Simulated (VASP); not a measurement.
# Se (P3_121) in VASP: settings compared

The runs below take Se through single point, relaxation of cell and atoms, with revPBE+D4, PBE, revPBE+D3(BJ).

All numbers are computed with VASP 6.6.1; they aren't measurements. Logs are shortened: lines on timing, memory, paths and dates and some standing lists are left out, and cuts for length are marked.

### Step 1. The cell of the first run

Symmetry: P3_121, No. 152, trigonal system. Conventional cell: a = 3.962 Å, b = 3.962 Å, c = 5.152 Å, α = 90.00°, β = 90.00°, γ = 120.00°. Se (site symmetry 2) has 6 Se at 2.45 to 3.11 Å within 3.2 Å.

### Step 2. Single point, revPBE+D4

File INCAR:

```
ALGO     = Normal         # electronic algorithm
EDIFF    = 1E-7           # SCF threshold, eV
ENCUT    = 520            # plane-wave cutoff, eV
GGA      = RE             # functional
ISIF     = 2              # what is computed and relaxed
ISMEAR   = -1             # smearing method
IVDW     = 13             # dispersion correction
LASPH    = True           # aspherical terms in the spheres
LCHARG   = False          # write CHGCAR
LREAL    = False          # projectors in reciprocal space
LWAVE    = False          # write WAVECAR
NBANDS   = 16             # bands
NELM     = 60             # most SCF steps
PREC     = Accurate       # precision mode
SIGMA    = 0.05           # smearing width, eV
```

File KPOINTS:

```
k-points
0
Gamma
  7 7 6
```

File POSCAR:

```
Se
1.0
    3.9616787748      0.0000000000      0.0000000000
   -1.9808393874      3.4309144606      0.0000000000
    0.0000000000      0.0000000000      5.1515352019
Se
3
Direct
    0.7449493733      0.7449493733      0.0000000000
    0.0000000000      0.2550506267      0.6666666667
    0.2550506267      0.0000000000      0.3333333333
```

Potentials or basis: VASP PAW PBE potentials, release 64 (Se).

The run is started by

```bash
$ cat potpaw_PBE.64/Se/POTCAR > POTCAR
$ mpirun -np 1 vasp_std > vasp.out
```

OUTCAR:

```text
EDIFF = 1E-7
   ENCUT = 520
   GGA = RE
   ISIF = 2
   ISMEAR = -1
   IVDW = 13
   LASPH = True
   LREAL = False
   NELM = 60
   PREC = Accurate

 ion  position               nearest neighbor table
   1  0.745  0.745  0.000-   2 2.45   3 2.45
   2  0.000  0.255  0.667-   1 2.45   3 2.45
   3  0.255  0.000  0.333-   1 2.45   2 2.45

  LATTYP: Found a hexagonal cell.
 ALAT       =     3.9616787748
 C/A-ratio  =     1.3003414701

  Lattice vectors:

 A1 = (   3.9616787748,   0.0000000000,   0.0000000000)
 A2 = (  -1.9808393874,   3.4309144606,   0.0000000000)
 A3 = (   0.0000000000,   0.0000000000,   5.1515352019)

Analysis of symmetry for initial positions (statically):
=====================================================================
 Subroutine PRICEL returns:
 Original cell was already a primitive cell.

 Routine SETGRP: Setting up the symmetry group for a
 hexagonal supercell.

 Subroutine GETGRP returns: Found  6 space group operations
 (whereof  2 operations were pure point group operations)
 out of a pool of 24 trial point group operations.

The static configuration has the point symmetry C_2 .
 The point group associated with its full space group is D_3 .

Analysis of symmetry for dynamics (positions and initial velocities):
=====================================================================
 Subroutine PRICEL returns:
 Original cell was already a primitive cell.

 Routine SETGRP: Setting up the symmetry group for a
 hexagonal supercell.

 Subroutine GETGRP returns: Found  6 space group operations
 (whereof  2 operations were pure point group operations)
 out of a pool of 24 trial point group operations.

The dynamic configuration has the point symmetry C_2 .
 The point group associated with its full space group is D_3 .

 Subroutine INISYM returns: Found  6 space group operations
 (whereof  2 operations are pure point group operations),
 and found     1 'primitive' translations

----------------------------------------------------------------------------------------

                                     Primitive cell

  volume of cell :      70.0206

  direct lattice vectors                    reciprocal lattice vectors
     3.961678775  0.000000000  0.000000000     0.252418244  0.145733741  0.000000000
    -1.980839387  3.430914461  0.000000000     0.000000000  0.291467482  0.000000000
     0.000000000  0.000000000  5.151535202     0.000000000  0.000000000  0.194116892

  length of vectors
     3.961678775  3.961678775  5.151535202     0.291467482  0.291467482  0.194116892

  position of ions in fractional coordinates (direct lattice)
     0.744949373  0.744949373  0.000000000
     0.000000000  0.255050627  0.666666667
     0.255050627  0.000000000  0.333333333

  ion indices of the primitive-cell ions
   primitive index   ion index
                 1           1
                 2           2
                 3           3

----------------------------------------------------------------------------------------

 KPOINTS: k-points

Automatic generation of k-mesh.
 Grid dimensions read from file:
 generate k-points for:    7    7    6

 Generating k-lattice:

  Cartesian coordinates                     Fractional coordinates (reciprocal lattice)
     0.036059749  0.020819106  0.000000000     0.142857143  0.000000000  0.000000000
     0.000000000  0.041638212  0.000000000     0.000000000  0.142857143  0.000000000
     0.000000000  0.000000000  0.032352815     0.000000000  0.000000000  0.166666667

  Length of vectors
     0.041638212  0.041638212  0.032352815

  Shift w.r.t. Gamma in fractional coordinates (k-lattice)
     0.000000000  0.000000000  0.000000000

 Subroutine IBZKPT returns following result:
 ===========================================

 Found     40 irreducible k-points:

 Following reciprocal coordinates:
            Coordinates               Weight
  0.000000  0.000000  0.000000      1.000000
  0.142857 -0.000000  0.000000      6.000000
  0.285714 -0.000000  0.000000      6.000000
  0.428571 -0.000000  0.000000      6.000000
  0.142857  0.142857  0.000000      6.000000
  0.285714  0.142857  0.000000     12.000000
[... 16 lines left out ...]
  0.000000  0.142857  0.333333      6.000000
  0.285714 -0.000000  0.333333      6.000000
 [... further k-points ...]
   k-points           NKPTS =     40   k-points in BZ     NKDIM =     40   number of bands    NBANDS=     16
   number of dos      NEDOS =    301   number of ions     NIONS =      3
   total plane-waves  NPLWV =  36000
   dimension x,y,z NGX =    30 NGY =   30 NGZ =   40
   dimension x,y,z NGXF=    60 NGYF=   60 NGZF=   80
   ions per type =               3
   NGX,Y,Z   is equivalent  to a cutoff of  12.59, 12.59, 12.91 a.u.
   NGXF,Y,Z  is equivalent  to a cutoff of  25.18, 25.18, 25.82 a.u.
 SYSTEM =  unknown system
   PREC   = accura    normal or accurate (medium, high low for compatibility)
   ISTART =      0    job   : 0-new  1-cont  2-samecut
   ICHARG =      2    charge: 1-file 2-atom 10-const
   ISPIN  =      1    spin polarized calculation?
   LNONCOLLINEAR =      F non collinear calculations
   LSORBIT =      F    spin-orbit coupling
   LASPH  =      T    aspherical Exc in radial PAW
   ENCUT  =  520.0 eV  38.22 Ry    6.18 a.u.   7.37  7.37  9.58*2*pi/ulx,y,z
   NELM   =     60;   NELMIN=  2; NELMDL= -5     # of ELM steps
   EDIFF  = 0.1E-06   stopping-criterion for ELM
   LREAL  =      F    real-space projection
   EDIFFG = 0.1E-05   stopping-criterion for IOM
   NSW    =      0    number of steps for IOM
   IBRION =     -1    ionic relax: 0-MD 1-quasi-New 2-CG
   NFREE  =      0    steps in history (QN), initial steepest desc. (CG)
   ISIF   =      2    stress and relaxation
   ISYM   =      2    0-nonsym 1-usesym 2-fastsym
   POTIM  = 0.5000    time-step for ionic-motion
   TEBEG  =    0.0;   TEEND  =   0.0 temperature during run
   PSTRESS=    0.0 pullay stress
   NELECT =      18.0000    total number of electrons
   NUPDOWN=      -1.0000    fix difference up-down
   EMIN   =  10.00;   EMAX   =-10.00  energy-range for DOS
   EFERMI =   0.00;   METHOD = LEGACY
   ISMEAR =    -1;   SIGMA  =   0.05  broadening in eV -4-tet -1-fermi 0-gaus
   EFERMI_NEDOS =   21; number of points for ismear=-14 and -15
   IALGO  =     38    algorithm
   IMIX   =      4    mixing-type and parameters
     AMIX     =   0.40;   BMIX     =  1.00
     AMIX_MAG =   1.60;   BMIX_MAG =  1.00
  volume/ion in A,a.u.               =      23.34       157.51
  Fermi-wavevector in a.u.,A,eV,Ry     =   1.040935  1.967082 14.742542  1.083546
  Thomas-Fermi vector in A             =   2.175533
   LORBIT       =      0    0 simple, 1 ext, 2 COOP (PROOUT), +10 PAW based schemes
   GGA     = RE    functional components
   LHFCALC =     F    Hartree Fock is set to
   AEXX    =    0.0000 exact exchange contribution
   IVDW    =    13    specifies the selected vdW correction
   LEPSILON=     F    determine dielectric tensor
   LRPA    =     F    only Hartree local field effects (RPA)
 non-spin polarized calculation
  energy-cutoff  :      520.00
  volume of cell :       70.02
 maximum number of plane-waves:      1915
 NGX is ok and might be reduce to    30
   NGX = 15   NGY = 15   NGZ = 19

 number of electron      18.0000000 magnetization

 Free energy of the ion-electron system (eV)
  ---------------------------------------------------
  ext. energy  EPLUGINS =         0.00000000
  ---------------------------------------------------
  free energy    TOTEN  =        -9.35394949 eV

  energy without entropy =       -9.35394258  energy(sigma->0) =       -9.35394604

 E-fermi :   4.6814     XC(G=0):  -9.5862

 val. band max:        4.2340656663   @ k =   0.4286   0.1429   0.5000
 cond. band min:       5.1248211547   @ k =   0.0000   0.0000   0.5000
 fundamental gap:      0.8907554884
 Fermi energy:         4.6814143594

 k-point     1 :       0.0000    0.0000    0.0000
  band No.  band energies     occupation
      1     -11.8889      2.00000
      2      -7.7581      2.00000
      3      -7.7581      2.00000
      4       0.6471      2.00000
      5       0.9443      2.00000
      6       0.9443      2.00000
[... 8 lines left out ...]
     15      11.6403      0.00000
     16      12.6010      0.00000

 k-point     2 :       0.1429   -0.0000    0.0000
  band No.  band energies     occupation
      1     -11.7343      2.00000
      2      -7.8151      2.00000
      3      -7.7139      2.00000
      4      -0.3170      2.00000
      5       0.3501      2.00000
      6       0.7694      2.00000
[... 8 lines left out ...]
     15      12.1679      0.00000
     16      12.5688      0.00000

 k-point     3 :       0.2857   -0.0000    0.0000
  band No.  band energies     occupation
      1     -11.3181      2.00000
      2      -8.0671      2.00000
      3      -7.6061      2.00000
      4      -1.2245      2.00000
      5      -0.3771      2.00000
      6       0.3256      2.00000
[... 8 lines left out ...]
     15      12.9656      0.00000
     16      13.6969      0.00000

 k-point     4 :       0.4286   -0.0000    0.0000
  band No.  band energies     occupation
      1     -10.8557      2.00000
      2      -8.4636      2.00000
      3      -7.5111      2.00000
      4      -1.4224      2.00000
      5      -0.7932      2.00000
      6       0.1698      2.00000
[... 8 lines left out ...]
     15      14.6161      0.00000
     16      15.1797      0.00000

 k-point     5 :       0.1429    0.1429    0.0000
  band No.  band energies     occupation
      1     -11.4470      2.00000
      2      -7.9327      2.00000
      3      -7.6817      2.00000
      4      -0.9358      2.00000
      5      -0.5422      2.00000
      6       0.8355      2.00000
[... 8 lines left out ...]
     15      12.6735      0.00000
     16      13.3642      0.00000

 k-point     6 :       0.2857    0.1429    0.0000
  band No.  band energies     occupation
      1     -10.9860      2.00000
      2      -8.2253      2.00000
      3      -7.6656      2.00000
      4      -1.3061      2.00000
      5      -0.9190      2.00000
      6       0.4681      2.00000
[... 8 lines left out ...]
     15      13.7624      0.00000
     16      14.7142      0.00000
[... 267 lines left out ...]
 k-point    21 :       0.0000    0.0000    0.3333
  band No.  band energies     occupation
      1     -11.3862      2.00000
      2      -9.9339      2.00000
      3      -5.5844      2.00000
      4      -0.1529      2.00000
      5       0.9418      2.00000
      6       1.3587      2.00000
[... 8 lines left out ...]
     15      11.7851      0.00000
     16      12.5960      0.00000

 k-point    22 :       0.1429   -0.0000    0.3333
  band No.  band energies     occupation
      1     -11.2436      2.00000
      2      -9.8236      2.00000
      3      -5.8560      2.00000
      4      -0.3896      2.00000
      5       0.5848      2.00000
      6       1.1813      2.00000
[... 8 lines left out ...]
     15      11.8719      0.00000
     16      12.0314      0.00000

 k-point    23 :       0.0000    0.1429    0.3333
  band No.  band energies     occupation
      1     -11.2398      2.00000
      2      -9.8348      2.00000
      3      -5.8191      2.00000
      4      -0.4686      2.00000
      5       0.2293      2.00000
      6       1.0633      2.00000
[... 8 lines left out ...]
     15      11.8904      0.00000
     16      12.6549      0.00000

 k-point    24 :       0.2857   -0.0000    0.3333
  band No.  band energies     occupation
      1     -10.8728      2.00000
      2      -9.5333      2.00000
      3      -6.5591      2.00000
      4      -0.9528      2.00000
      5      -0.0985      2.00000
      6       0.6522      2.00000
[... 8 lines left out ...]
     15      11.8103      0.00000
     16      12.9869      0.00000

 [... further k-points ...]

------------------------ aborting loop because EDIFF is reached ----------------------------------------

  DFT-D4 for vdW energy calculation

  Edisp (eV):   -2.21613

  FORCE on cell =-STRESS in cart. coord.  units (eV):
  Direction    XX          YY          ZZ          XY          YZ          ZX
  --------------------------------------------------------------------------------------
  -------------------------------------------------------------------------------------
  Total       0.02268     0.02268     0.04680     0.00000     0.00000     0.00000
  in kB       0.51893     0.51893     1.07092     0.00000     0.00000     0.00000
  external pressure =        0.70 kB  Pullay stress =        0.00 kB

 VOLUME and BASIS-vectors are now :
 -----------------------------------------------------------------------------
  energy-cutoff  :      520.00
  volume of cell :       70.02
      direct lattice vectors                 reciprocal lattice vectors
     3.961678775  0.000000000  0.000000000     0.252418244  0.145733741  0.000000000
    -1.980839387  3.430914461  0.000000000     0.000000000  0.291467482  0.000000000
     0.000000000  0.000000000  5.151535202     0.000000000  0.000000000  0.194116892

 POSITION                                       TOTAL-FORCE (eV/Angst)
 -----------------------------------------------------------------------------------
      1.47563      2.55586      0.00000        -0.007816     -0.013537     -0.000000
     -0.50521      0.87506      3.43436        -0.007816      0.013537     -0.000000
      1.01043      0.00000      1.71718         0.015632     -0.000000      0.000000
 -----------------------------------------------------------------------------------
    total drift:                               -0.000000     -0.000001      0.000000

  FREE ENERGIE OF THE ION-ELECTRON SYSTEM (eV)
  ---------------------------------------------------
  free  energy   TOTEN  =       -11.5700808232 eV

  energy  without entropy=      -11.5700739155  energy(sigma->0) =      -11.57007737
```

Wall time 42 s (1 thread of Intel Xeon 6975P-C, shared host); peak memory 0.2 GiB.

What came out:

- Free energy: -11.5701 eV
- Pressure: 0.1 GPa
- Largest force: 0.016 eV/Å
- Band gap on the k mesh: 0.89 eV, indirect (least direct gap 1.08 eV)
- Dispersion energy per atom: -0.739 eV

Forces on the atoms (eV/Å):
```
Se  -0.008 -0.014  0.000
Se  -0.008  0.014  0.000
Se   0.016  0.000  0.000
```

Caveat: the PAW data sets were made with another functional, which shifts forces and pressure a little. A k mesh can miss the band edges.

(Part 1 of 2 ends here.)
